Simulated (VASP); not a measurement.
# GaAs (F-43m) in VASP: notebook

Runs on GaAs. Level: r2SCAN+D3(BJ). Tasks: single point.

All numbers are computed with VASP 6.6.1; they aren't measurements. Logs are shortened: lines on timing, memory, paths and dates and some standing lists are left out, and cuts for length are marked.

### 1 The cell of the first run

Symmetry: F-43m, No. 216, cubic system. The conventional cell has a = 5.728 Å, b = 5.728 Å, c = 5.728 Å, α = 90.00°, β = 90.00°, γ = 90.00°. Within 3.3 Å of As (site symmetry -43m) lie 4 Ga at 2.48 Å. Ga (site symmetry -43m) has 4 As at 2.48 Å within 3.3 Å.

### 2 Single point, r2SCAN+D3(BJ)

The input, POSCAR:

```
GaAs
1.0
    0.0000000000      2.8640496607      2.8640496607
    2.8640496607      0.0000000000      2.8640496607
    2.8640496607      2.8640496607      0.0000000000
As Ga
1 1
Direct
    0.7500000000      0.7500000000      0.7500000000
    0.0000000000      0.0000000000      0.0000000000
```

The input, INCAR.step1:

```
  PREC = Accurate
  ENCUT = 520
  ISMEAR = -1
  SIGMA = 0.05
  LREAL = F
  LASPH = T
  NELM = 60
  NBANDS = 16
  GGA = PE
  ALGO = Normal
  EDIFF = 1E-4
  LWAVE = T
  LCHARG = F
```

The input, INCAR.step2:

```
  PREC = Accurate
  ENCUT = 520
  EDIFF = 1E-6
  ISMEAR = -1
  SIGMA = 0.05
  LREAL = F
  LASPH = T
  NELM = 60
  ALGO = Normal
  ISIF = 2
  LWAVE = F
  LCHARG = F
  METAGGA = R2SCAN
  LMIXTAU = T
  IVDW = 12
  VDW_S6 = 1.0
  VDW_S8 = 0.78981345
  VDW_A1 = 0.49484001
  VDW_A2 = 5.73083694
  NBANDS = 16
  ISTART = 1
```

The input, KPOINTS:

```
regular mesh
0
Gamma
  8 8 8
```

Potentials or basis: VASP PAW PBE potentials, release 64 (As, Ga_d).

Started as:

```sh
$ cat potpaw_PBE.64/As/POTCAR potpaw_PBE.64/Ga_d/POTCAR > POTCAR
$ cp INCAR.step1 INCAR
$ mpirun -np 1 vasp_std > vasp.out
$ cp INCAR.step2 INCAR
$ mpirun -np 1 vasp_std > vasp.out
```

OUTCAR:

```text
PREC = Accurate
   ENCUT = 520
   EDIFF = 1E-6
   ISMEAR = -1
   LREAL = F
   LASPH = T
   NELM = 60
   ISIF = 2
   METAGGA = R2SCAN
   IVDW = 12
   ISTART = 1
 IVDW          = 12

 ion  position               nearest neighbor table
   1  0.750  0.750  0.750-   2 2.48   2 2.48   2 2.48   2 2.48
   2  0.000  0.000  0.000-   1 2.48   1 2.48   1 2.48   1 2.48

  LATTYP: Found a face centered cubic cell.
 ALAT       =     5.7280993214

  Lattice vectors:

 A1 = (   0.0000000000,   2.8640496607,   2.8640496607)
 A2 = (   2.8640496607,   0.0000000000,   2.8640496607)
 A3 = (   2.8640496607,   2.8640496607,   0.0000000000)

Analysis of symmetry for initial positions (statically):
=====================================================================
 Subroutine PRICEL returns:
 Original cell was already a primitive cell.

 Routine SETGRP: Setting up the symmetry group for a
 face centered cubic supercell.

 Subroutine GETGRP returns: Found 24 space group operations
 (whereof 24 operations were pure point group operations)
 out of a pool of 48 trial point group operations.

The static configuration has the point symmetry T_d .

Analysis of symmetry for dynamics (positions and initial velocities):
=====================================================================
 Subroutine PRICEL returns:
 Original cell was already a primitive cell.

 Routine SETGRP: Setting up the symmetry group for a
 face centered cubic supercell.

 Subroutine GETGRP returns: Found 24 space group operations
 (whereof 24 operations were pure point group operations)
 out of a pool of 48 trial point group operations.

The dynamic configuration has the point symmetry T_d .

 Subroutine INISYM returns: Found 24 space group operations
 (whereof 24 operations are pure point group operations),
 and found     1 'primitive' translations

----------------------------------------------------------------------------------------

                                     Primitive cell

  volume of cell :      46.9863

  direct lattice vectors                    reciprocal lattice vectors
     0.000000000  2.864049661  2.864049661    -0.174577978  0.174577978  0.174577978
     2.864049661  0.000000000  2.864049661     0.174577978 -0.174577978  0.174577978
     2.864049661  2.864049661  0.000000000     0.174577978  0.174577978 -0.174577978

  length of vectors
     4.050377873  4.050377873  4.050377873     0.302377929  0.302377929  0.302377929

  position of ions in fractional coordinates (direct lattice)
     0.750000000  0.750000000  0.750000000
     0.000000000  0.000000000  0.000000000

  ion indices of the primitive-cell ions
   primitive index   ion index
                 1           1
                 2           2

----------------------------------------------------------------------------------------

 KPOINTS: regular mesh

Automatic generation of k-mesh.
 Grid dimensions read from file:
 generate k-points for:    8    8    8

 Generating k-lattice:

  Cartesian coordinates                     Fractional coordinates (reciprocal lattice)
    -0.021822247  0.021822247  0.021822247     0.125000000  0.000000000  0.000000000
     0.021822247 -0.021822247  0.021822247     0.000000000  0.125000000  0.000000000
     0.021822247  0.021822247 -0.021822247     0.000000000  0.000000000  0.125000000

  Length of vectors
     0.037797241  0.037797241  0.037797241

  Shift w.r.t. Gamma in fractional coordinates (k-lattice)
     0.000000000  0.000000000  0.000000000

 Subroutine IBZKPT returns following result:
 ===========================================

 Found     29 irreducible k-points:

 Following reciprocal coordinates:
            Coordinates               Weight
  0.000000  0.000000  0.000000      1.000000
  0.125000  0.000000  0.000000      8.000000
  0.250000  0.000000  0.000000      8.000000
  0.375000  0.000000  0.000000      8.000000
  0.500000  0.000000  0.000000      4.000000
  0.125000  0.125000  0.000000      6.000000
[... 16 lines left out ...]
  0.500000  0.250000  0.125000     48.000000
 -0.375000  0.250000  0.125000     24.000000
 [... further k-points ...]
   k-points           NKPTS =     29   k-points in BZ     NKDIM =     29   number of bands    NBANDS=     16
   number of dos      NEDOS =    301   number of ions     NIONS =      2
   total plane-waves  NPLWV =  27000
   dimension x,y,z NGX =    30 NGY =   30 NGZ =   30
   dimension x,y,z NGXF=    60 NGYF=   60 NGZF=   60
   ions per type =               1   1
   NGX,Y,Z   is equivalent  to a cutoff of  12.31, 12.31, 12.31 a.u.
   NGXF,Y,Z  is equivalent  to a cutoff of  24.63, 24.63, 24.63 a.u.
 SYSTEM =  unknown system
   PREC   = accura    normal or accurate (medium, high low for compatibility)
   ISTART =      1    job   : 0-new  1-cont  2-samecut
   ICHARG =      0    charge: 1-file 2-atom 10-const
   ISPIN  =      1    spin polarized calculation?
   LNONCOLLINEAR =      F non collinear calculations
   LSORBIT =      F    spin-orbit coupling
   LASPH  =      T    aspherical Exc in radial PAW
   ENCUT  =  520.0 eV  38.22 Ry    6.18 a.u.   7.53  7.53  7.53*2*pi/ulx,y,z
   NELM   =     60;   NELMIN=  2; NELMDL=  0     # of ELM steps
   EDIFF  = 0.1E-05   stopping-criterion for ELM
   LREAL  =      F    real-space projection
   EDIFFG = 0.1E-04   stopping-criterion for IOM
   NSW    =      0    number of steps for IOM
   IBRION =     -1    ionic relax: 0-MD 1-quasi-New 2-CG
   NFREE  =      0    steps in history (QN), initial steepest desc. (CG)
   ISIF   =      2    stress and relaxation
   ISYM   =      2    0-nonsym 1-usesym 2-fastsym
   POTIM  = 0.5000    time-step for ionic-motion
   TEBEG  =    0.0;   TEEND  =   0.0 temperature during run
   PSTRESS=    0.0 pullay stress
   NELECT =      18.0000    total number of electrons
   NUPDOWN=      -1.0000    fix difference up-down
   EMIN   =  10.00;   EMAX   =-10.00  energy-range for DOS
   EFERMI =   0.00;   METHOD = LEGACY
   ISMEAR =    -1;   SIGMA  =   0.05  broadening in eV -4-tet -1-fermi 0-gaus
   EFERMI_NEDOS =   21; number of points for ismear=-14 and -15
   IALGO  =     38    algorithm
   IMIX   =      4    mixing-type and parameters
     AMIX     =   0.40;   BMIX     =  1.00
     AMIX_MAG =   1.60;   BMIX_MAG =  1.00
  volume/ion in A,a.u.               =      23.49       158.54
  Fermi-wavevector in a.u.,A,eV,Ry     =   1.188982  2.246849 19.234246  1.413677
  Thomas-Fermi vector in A             =   2.325099
   LORBIT       =      0    0 simple, 1 ext, 2 COOP (PROOUT), +10 PAW based schemes
   METAGGA = R2SCAN    functional components
   LHFCALC =     F    Hartree Fock is set to
   AEXX    =    0.0000 exact exchange contribution
   IVDW    =    12    specifies the selected vdW correction
   LEPSILON=     F    determine dielectric tensor
   LRPA    =     F    only Hartree local field effects (RPA)
 non-spin polarized calculation
  energy-cutoff  :      520.00
  volume of cell :       46.99
 maximum number of plane-waves:      1283
   NGX = 15   NGY = 15   NGZ = 15

 number of electron      17.9999984 magnetization

 Free energy of the ion-electron system (eV)
  ---------------------------------------------------
  ext. energy  EPLUGINS =         0.00000000
  ---------------------------------------------------
  free energy    TOTEN  =       -27.04344367 eV

  energy without entropy =      -27.04343769  energy(sigma->0) =      -27.04344068

 E-fermi :   3.6882     XC(G=0): -10.0682

 val. band max:        3.3168533338   @ k =   0.0000   0.0000   0.0000
 cond. band min:       4.0010410267   @ k =   0.0000   0.0000   0.0000
 fundamental gap:      0.6841876929
 Fermi energy:         3.6881784010

 k-point     1 :       0.0000    0.0000    0.0000
  band No.  band energies     occupation
      1     -11.8566      2.00000
      2     -11.8566      2.00000
      3     -11.8566      2.00000
      4     -11.7767      2.00000
      5     -11.7767      2.00000
      6      -9.6100      2.00000
[... 8 lines left out ...]
     15      13.8540      0.00000
     16      13.8540      0.00000

 k-point     2 :       0.1250    0.0000    0.0000
  band No.  band energies     occupation
      1     -11.8692      2.00000
      2     -11.8533      2.00000
      3     -11.8533      2.00000
      4     -11.7768      2.00000
      5     -11.7768      2.00000
      6      -9.4286      2.00000
[... 8 lines left out ...]
     15      13.0490      0.00000
     16      13.0490      0.00000

 k-point     3 :       0.2500    0.0000    0.0000
  band No.  band energies     occupation
      1     -11.8970      2.00000
      2     -11.8460      2.00000
      3     -11.8459      2.00000
      4     -11.7764      2.00000
      5     -11.7764      2.00000
      6      -8.9238      2.00000
[... 8 lines left out ...]
     15      12.8111      0.00000
     16      12.8239      0.00000

 k-point     4 :       0.3750    0.0000    0.0000
  band No.  band energies     occupation
      1     -11.9218      2.00000
      2     -11.8399      2.00000
      3     -11.8399      2.00000
      4     -11.7746      2.00000
      5     -11.7746      2.00000
      6      -8.2553      2.00000
[... 8 lines left out ...]
     15      13.9790      0.00000
     16      13.9790      0.00000
[... 324 lines left out ...]
 k-point    22 :       0.3750    0.2500    0.1250
  band No.  band energies     occupation
      1     -11.9186      2.00000
      2     -11.8372      2.00000
      3     -11.8345      2.00000
      4     -11.7837      2.00000
      5     -11.7718      2.00000
      6      -8.4989      2.00000
[... 8 lines left out ...]
     15      14.7262      0.00000
     16      15.2022      0.00000

 k-point    23 :       0.5000    0.2500    0.1250
  band No.  band energies     occupation
      1     -11.9345      2.00000
      2     -11.8333      2.00000
      3     -11.8282      2.00000
      4     -11.7827      2.00000
      5     -11.7722      2.00000
      6      -7.8829      2.00000
[... 8 lines left out ...]
     15      14.6131      0.00000
     16      16.1114      0.00000

 k-point    24 :      -0.3750    0.2500    0.1250
  band No.  band energies     occupation
      1     -11.9404      2.00000
      2     -11.8323      2.00000
      3     -11.8258      2.00000
      4     -11.7806      2.00000
      5     -11.7733      2.00000
      6      -7.5454      2.00000
[... 8 lines left out ...]
     15      15.4738      0.00000
     16      15.9653      0.00000

 [... further k-points ...]

------------------------ aborting loop because EDIFF is reached ----------------------------------------

 Edisp (eV)   -0.29276

 E8    (eV) :    -0.1020

  FORCE on cell =-STRESS in cart. coord.  units (eV):
  Direction    XX          YY          ZZ          XY          YZ          ZX
  --------------------------------------------------------------------------------------
  -------------------------------------------------------------------------------------
  Total      -0.90427    -0.90427    -0.90427    -0.00000     0.00000    -0.00000
  in kB     -30.83445   -30.83445   -30.83445    -0.00000     0.00000    -0.00000
  external pressure =      -30.83 kB  Pullay stress =        0.00 kB

 VOLUME and BASIS-vectors are now :
 -----------------------------------------------------------------------------
  energy-cutoff  :      520.00
  volume of cell :       46.99
      direct lattice vectors                 reciprocal lattice vectors
     0.000000000  2.864049661  2.864049661    -0.174577978  0.174577978  0.174577978
     2.864049661  0.000000000  2.864049661     0.174577978 -0.174577978  0.174577978
     2.864049661  2.864049661  0.000000000     0.174577978  0.174577978 -0.174577978

 POSITION                                       TOTAL-FORCE (eV/Angst)
 -----------------------------------------------------------------------------------
      4.29607      4.29607      4.29607         0.000000      0.000000      0.000000
      0.00000      0.00000      0.00000        -0.000000     -0.000000     -0.000000
 -----------------------------------------------------------------------------------
    total drift:                                0.000001      0.000001      0.000001

  FREE ENERGIE OF THE ION-ELECTRON SYSTEM (eV)
  ---------------------------------------------------
  free  energy   TOTEN  =       -27.3361993989 eV

  energy  without entropy=      -27.3361934183  energy(sigma->0) =      -27.33619641
```

Run time: 51 s. Hardware: 1 thread of AMD EPYC 9R45 (Zen 5), shared host; peak memory 0.16 GiB.

Results:

| Property | Result |
| --- | --- |
| Free energy | -27.3362 eV |
| Pressure | -3.1 GPa |
| Band gap on the k mesh | 0.68 eV, direct |
| Dispersion energy per atom | -0.146 eV |

Caveat: the PAW data sets were made with another functional, which shifts forces and pressure a little.

### 3 Single point, r2SCAN+D3(BJ)

This run uses another cell than the first one, of 23.94 Å³/atom, 1.019 times its volume.

The input, POSCAR:

```
GaAs
1.0
    0.0000000000      2.8822925071      2.8822925071
    2.8822925071      0.0000000000      2.8822925071
    2.8822925071      2.8822925071      0.0000000000
As Ga
1 1
Direct
    0.7500000000      0.7500000000      0.7500000000
    0.0000000000      0.0000000000      0.0000000000
```

The input, INCAR.step1:

```
SYSTEM = GaAs
ALGO = Normal
EDIFF = 1E-4
ENCUT = 520
GGA = PE
ISMEAR = -1
LASPH = .TRUE.
LCHARG = .FALSE.
LREAL = .FALSE.
LWAVE = .TRUE.
NBANDS = 16
NELM = 80
PREC = Accurate
SIGMA = 0.05
```

The input, INCAR.step2:

```
SYSTEM = GaAs
ALGO = Normal
EDIFF = 1E-7
ENCUT = 520
ISIF = 2
ISMEAR = -1
ISTART = 1
IVDW = 12
LASPH = .TRUE.
LCHARG = .FALSE.
LMIXTAU = .TRUE.
LREAL = .FALSE.
LWAVE = .FALSE.
METAGGA = R2SCAN
NBANDS = 16
NELM = 80
PREC = Accurate
SIGMA = 0.05
VDW_A1 = 0.49484001
VDW_A2 = 5.73083694
VDW_S6 = 1.0
VDW_S8 = 0.78981345
```

The input, KPOINTS:

```
k-points
0
G
  8 8 8
  0 0 0
```

Potentials or basis: VASP PAW PBE potentials, release 64 (As, Ga_d).

Started as:

```sh
$ cat potpaw_PBE.64/As/POTCAR potpaw_PBE.64/Ga_d/POTCAR > POTCAR
$ cp INCAR.step1 INCAR
$ mpirun -np 1 vasp_std > vasp.out
$ cp INCAR.step2 INCAR
$ mpirun -np 1 vasp_std > vasp.out
```

Run time: 58 s. Hardware: 1 thread of AMD EPYC 9R45 (Zen 5), shared host; peak memory 0.16 GiB.

Results (log left out):

```yaml
Free_energy: -27.3155 eV
Pressure: -4.2 GPa
Band_gap_on_the_k_mesh: 0.54 eV, direct
Dispersion_energy_per_atom: -0.144 eV
```

Levels at points of the mesh, in eV from the valence-band top:
```
           k point  band 5  band 6  band 7  band 8  band 9  band 10  band 11  band 12  band 13  band 14
(0.00, 0.00, 0.00)  -15.07  -12.79    0.00    0.00    0.00     0.54     4.02     4.02     4.02     8.04
(0.50, 0.00, 0.00)  -15.07  -11.12   -6.50   -1.10   -1.10     1.18     4.96     4.96     8.20    10.68
(0.50, 0.50, 0.00)  -15.06  -10.42   -6.72   -2.57   -2.57     1.86     1.96    10.38    10.38    11.20
```

Caveat: the PAW data sets were made with another functional, which shifts forces and pressure a little.
